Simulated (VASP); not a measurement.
# Ta (Im-3m) in VASP: single point with PBE

Aim: the single point of Ta with PBE.

All numbers are computed with VASP 6.6.1; they aren't measurements. Logs are shortened: lines on timing, memory, paths and dates and some standing lists are left out, and cuts for length are marked.

**1. The cell of the first run**

The structure is cubic, space group Im-3m (No. 229). The conventional cell has a = 3.319 Å, b = 3.319 Å, c = 3.319 Å, α = 90.00°, β = 90.00°, γ = 90.00°. Ta (site symmetry m-3m) has 14 Ta at 2.87 to 3.32 Å within 3.8 Å.

**2. Single point, PBE**

Contents of INCAR:

```
SYSTEM = Ta
PREC = Accurate
ENCUT = 520
EDIFF = 1E-6
ISMEAR = 0
SIGMA = 0.1
LREAL = .FALSE.
LASPH = .TRUE.
NELM = 60
ALGO = Normal
ISIF = 2
LWAVE = .FALSE.
LCHARG = .TRUE.
GGA = PE
LELF = .TRUE.
LVHAR = .TRUE.
NBANDS = 12
```

Contents of KPOINTS:

```
regular mesh
0
G
  14 14 14
  0 0 0
```

Contents of POSCAR:

```
Ta
1.0
   -1.6595059331      1.6595059331      1.6595059331
    1.6595059331     -1.6595059331      1.6595059331
    1.6595059331      1.6595059331     -1.6595059331
Ta
1
Direct
    0.0000000000      0.0000000000      0.0000000000
```

Potentials or basis: VASP PAW PBE potentials, release 64 (Ta_pv).

Run with:

```
cat potpaw_PBE.64/Ta_pv/POTCAR > POTCAR
mpirun -np 1 vasp_std > vasp.out
```

OUTCAR:

```text
SYSTEM = Ta
   PREC = Accurate
   ENCUT = 520
   EDIFF = 1E-6
   ISMEAR = 0
   LREAL = .FALSE.
   LASPH = .TRUE.
   NELM = 60
   ISIF = 2
   GGA = PE

 ion  position               nearest neighbor table
   1  0.000  0.000  0.000-

  LATTYP: Found a body centered cubic cell.
 ALAT       =     3.3190118662

  Lattice vectors:

 A1 = (  -1.6595059331,   1.6595059331,   1.6595059331)
 A2 = (   1.6595059331,  -1.6595059331,   1.6595059331)
 A3 = (   1.6595059331,   1.6595059331,  -1.6595059331)

Analysis of symmetry for initial positions (statically):
=====================================================================
 Subroutine PRICEL returns:
 Original cell was already a primitive cell.

 Routine SETGRP: Setting up the symmetry group for a
 body centered cubic supercell.

 Subroutine GETGRP returns: Found 48 space group operations
 (whereof 48 operations were pure point group operations)
 out of a pool of 48 trial point group operations.

The static configuration has the point symmetry O_h .

Analysis of symmetry for dynamics (positions and initial velocities):
=====================================================================
 Subroutine PRICEL returns:
 Original cell was already a primitive cell.

 Routine SETGRP: Setting up the symmetry group for a
 body centered cubic supercell.

 Subroutine GETGRP returns: Found 48 space group operations
 (whereof 48 operations were pure point group operations)
 out of a pool of 48 trial point group operations.

The dynamic configuration has the point symmetry O_h .

 Subroutine INISYM returns: Found 48 space group operations
 (whereof 48 operations are pure point group operations),
 and found     1 'primitive' translations

----------------------------------------------------------------------------------------

                                     Primitive cell

  volume of cell :      18.2809

  direct lattice vectors                    reciprocal lattice vectors
    -1.659505933  1.659505933  1.659505933     0.000000000  0.301294494  0.301294494
     1.659505933 -1.659505933  1.659505933     0.301294494  0.000000000  0.301294494
     1.659505933  1.659505933 -1.659505933     0.301294494  0.301294494  0.000000000

  length of vectors
     2.874348592  2.874348592  2.874348592     0.426094759  0.426094759  0.426094759

  position of ions in fractional coordinates (direct lattice)
     0.000000000  0.000000000  0.000000000

  ion indices of the primitive-cell ions
   primitive index   ion index
                 1           1

----------------------------------------------------------------------------------------

 KPOINTS: regular mesh

Automatic generation of k-mesh.
 Grid dimensions read from file:
 generate k-points for:   14   14   14

 Generating k-lattice:

  Cartesian coordinates                     Fractional coordinates (reciprocal lattice)
     0.000000000  0.021521035  0.021521035     0.071428571  0.000000000  0.000000000
     0.021521035  0.000000000  0.021521035     0.000000000  0.071428571  0.000000000
     0.021521035  0.021521035  0.000000000     0.000000000  0.000000000  0.071428571

  Length of vectors
     0.030435340  0.030435340  0.030435340

  Shift w.r.t. Gamma in fractional coordinates (k-lattice)
     0.000000000  0.000000000  0.000000000

 Subroutine IBZKPT returns following result:
 ===========================================

 Found    104 irreducible k-points:

 Following reciprocal coordinates:
            Coordinates               Weight
  0.000000  0.000000  0.000000      1.000000
  0.071429  0.000000  0.000000     12.000000
  0.142857  0.000000  0.000000     12.000000
  0.214286  0.000000  0.000000     12.000000
  0.285714  0.000000  0.000000     12.000000
  0.357143  0.000000  0.000000     12.000000
[... 16 lines left out ...]
  0.285714  0.285714  0.000000     24.000000
  0.357143  0.285714 -0.000000     24.000000
 [... further k-points ...]
   k-points           NKPTS =    104   k-points in BZ     NKDIM =    104   number of bands    NBANDS=     12
   number of dos      NEDOS =    301   number of ions     NIONS =      1
   total plane-waves  NPLWV =  13824
   dimension x,y,z NGX =    24 NGY =   24 NGZ =   24
   dimension x,y,z NGXF=    48 NGYF=   48 NGZF=   48
   ions per type =               1
   NGX,Y,Z   is equivalent  to a cutoff of  13.88, 13.88, 13.88 a.u.
   NGXF,Y,Z  is equivalent  to a cutoff of  27.76, 27.76, 27.76 a.u.
 SYSTEM =  Ta
   PREC   = accura    normal or accurate (medium, high low for compatibility)
   ISTART =      0    job   : 0-new  1-cont  2-samecut
   ICHARG =      2    charge: 1-file 2-atom 10-const
   ISPIN  =      1    spin polarized calculation?
   LNONCOLLINEAR =      F non collinear calculations
   LSORBIT =      F    spin-orbit coupling
   LASPH  =      T    aspherical Exc in radial PAW
   ENCUT  =  520.0 eV  38.22 Ry    6.18 a.u.   5.34  5.34  5.34*2*pi/ulx,y,z
   NELM   =     60;   NELMIN=  2; NELMDL= -5     # of ELM steps
   EDIFF  = 0.1E-05   stopping-criterion for ELM
   LREAL  =      F    real-space projection
   EDIFFG = 0.1E-04   stopping-criterion for IOM
   NSW    =      0    number of steps for IOM
   IBRION =     -1    ionic relax: 0-MD 1-quasi-New 2-CG
   NFREE  =      0    steps in history (QN), initial steepest desc. (CG)
   ISIF   =      2    stress and relaxation
   ISYM   =      2    0-nonsym 1-usesym 2-fastsym
   POTIM  = 0.5000    time-step for ionic-motion
   TEBEG  =    0.0;   TEEND  =   0.0 temperature during run
   PSTRESS=    0.0 pullay stress
   NELECT =      11.0000    total number of electrons
   NUPDOWN=      -1.0000    fix difference up-down
   EMIN   =  10.00;   EMAX   =-10.00  energy-range for DOS
   EFERMI =   0.00;   METHOD = LEGACY
   ISMEAR =     0;   SIGMA  =   0.10  broadening in eV -4-tet -1-fermi 0-gaus
   EFERMI_NEDOS =   21; number of points for ismear=-14 and -15
   IALGO  =     38    algorithm
   IMIX   =      4    mixing-type and parameters
     AMIX     =   0.40;   BMIX     =  1.00
     AMIX_MAG =   1.60;   BMIX_MAG =  1.00
  volume/ion in A,a.u.               =      18.28       123.37
  Fermi-wavevector in a.u.,A,eV,Ry     =   1.382103  2.611795 25.989948  1.910207
  Thomas-Fermi vector in A             =   2.506825
   LORBIT       =      0    0 simple, 1 ext, 2 COOP (PROOUT), +10 PAW based schemes
   GGA     = PE    functional components
   LHFCALC =     F    Hartree Fock is set to
   AEXX    =    0.0000 exact exchange contribution
   IVDW    =     0    specifies the selected vdW correction
   LEPSILON=     F    determine dielectric tensor
   LRPA    =     F    only Hartree local field effects (RPA)
 non-spin polarized calculation
 Gauss-broadening in eV      SIGMA  =   0.10
  energy-cutoff  :      520.00
  volume of cell :       18.28
 maximum number of plane-waves:       531
 NGX is ok and might be reduce to    24
   NGX = 11   NGY = 11   NGZ = 11

 number of electron      11.0000001 magnetization

 Free energy of the ion-electron system (eV)
  ---------------------------------------------------
  ext. energy  EPLUGINS =         0.00000000
  ---------------------------------------------------
  free energy    TOTEN  =       -11.82175040 eV

  energy without entropy =      -11.81721251  energy(sigma->0) =      -11.81948146

 E-fermi :   5.3653     XC(G=0): -12.5425

 val. band max:        5.3618389171   @ k =   0.3571   0.1429   0.1429
 cond. band min:       5.3971993811   @ k =   0.0714   0.0714   0.0714
 fundamental gap:      0.0353604640
 Fermi energy:         5.3652656897

 k-point     1 :       0.0000    0.0000    0.0000
  band No.  band energies     occupation
      1     -27.7650      2.00000
      2     -27.7650      2.00000
      3     -27.7650      2.00000
      4      -2.4924      2.00000
      5       6.1003      0.00000
      6       6.1003      0.00000
      7       6.1003      0.00000
      8       9.3212      0.00000
      9       9.3212      0.00000
     10      20.0122      0.00000
     11      20.3075      0.00000
     12      20.3075      0.00000

 k-point     2 :       0.0714    0.0000    0.0000
  band No.  band energies     occupation
      1     -27.8250      2.00000
      2     -27.7835      2.00000
      3     -27.7653      2.00000
      4      -2.2689      2.00000
      5       5.9559      0.00000
      6       6.0563      0.00000
      7       6.3193      0.00000
      8       9.0938      0.00000
      9       9.3222      0.00000
     10      20.0121      0.00000
     11      20.5055      0.00000
     12      20.7000      0.00000

 k-point     3 :       0.1429    0.0000    0.0000
  band No.  band energies     occupation
      1     -27.9902      2.00000
      2     -27.8351      2.00000
      3     -27.7661      2.00000
      4      -1.6364      2.00000
      5       5.5779      0.00263
      6       5.8516      0.00000
      7       6.9652      0.00000
      8       8.7240      0.00000
      9       9.3443      0.00000
     10      20.0116      0.00000
     11      20.9170      0.00000
     12      21.8162      0.00000
[... 286 lines left out ...]
 k-point    23 :       0.2857    0.2857    0.0000
  band No.  band energies     occupation
      1     -28.6653      2.00000
      2     -28.3687      2.00000
      3     -27.8989      2.00000
      4       2.7097      2.00000
      5       3.9890      2.00000
      6       4.7922      2.00000
      7       9.3032      0.00000
      8      10.0633      0.00000
      9      14.8915      0.00000
     10      15.1751      0.00000
     11      18.9995      0.00000
     12      20.0170      0.00000

 k-point    24 :       0.3571    0.2857   -0.0000
  band No.  band energies     occupation
      1     -28.6225      2.00000
      2     -28.4518      2.00000
      3     -27.9049      2.00000
      4       2.8553      2.00000
      5       4.1287      2.00000
      6       4.6596      2.00000
      7       9.5284      0.00000
      8      10.0883      0.00000
      9      14.1393      0.00000
     10      16.2666      0.00000
     11      18.0422      0.00000
     12      20.0167      0.00000

 [... further k-points ...]

------------------------ aborting loop because EDIFF is reached ----------------------------------------

  FORCE on cell =-STRESS in cart. coord.  units (eV):
  Direction    XX          YY          ZZ          XY          YZ          ZX
  --------------------------------------------------------------------------------------
  -------------------------------------------------------------------------------------
  Total        0.0068097      0.0068097      0.0068097      0.0000000      0.0000000     -0.0000000
  in kB        0.5968222      0.5968222      0.5968222      0.0000000      0.0000000     -0.0000000
  external PRESSURE =       0.5968222 kB  Pullay stress =       0.0000000 kB

 VOLUME and BASIS-vectors are now :
 -----------------------------------------------------------------------------
  energy-cutoff  :      520.00
  volume of cell :       18.28
      direct lattice vectors                 reciprocal lattice vectors
    -1.659505933  1.659505933  1.659505933     0.000000000  0.301294494  0.301294494
     1.659505933 -1.659505933  1.659505933     0.301294494  0.000000000  0.301294494
     1.659505933  1.659505933 -1.659505933     0.301294494  0.301294494  0.000000000

 POSITION                                       TOTAL-FORCE (eV/Angst)
 -----------------------------------------------------------------------------------
      0.00000      0.00000      0.00000        -0.000000     -0.000000      0.000000
 -----------------------------------------------------------------------------------
    total drift:                                0.000000      0.000000      0.000000

  FREE ENERGIE OF THE ION-ELECTRON SYSTEM (eV)
  ---------------------------------------------------
  free  energy   TOTEN  =       -11.8217504044 eV

  energy  without entropy=      -11.8172125137  energy(sigma->0) =      -11.81948146
```

It took 9.9 s on 1 thread of Intel Xeon Platinum 8488C (Sapphire Rapids), shared host; peak memory 0.15 GiB.

Results:

```
Free energy : -11.8218 eV
Pressure    : 0.1 GPa
```

Caveat: spin-orbit coupling is left out, which moves the levels of the heavy elements.
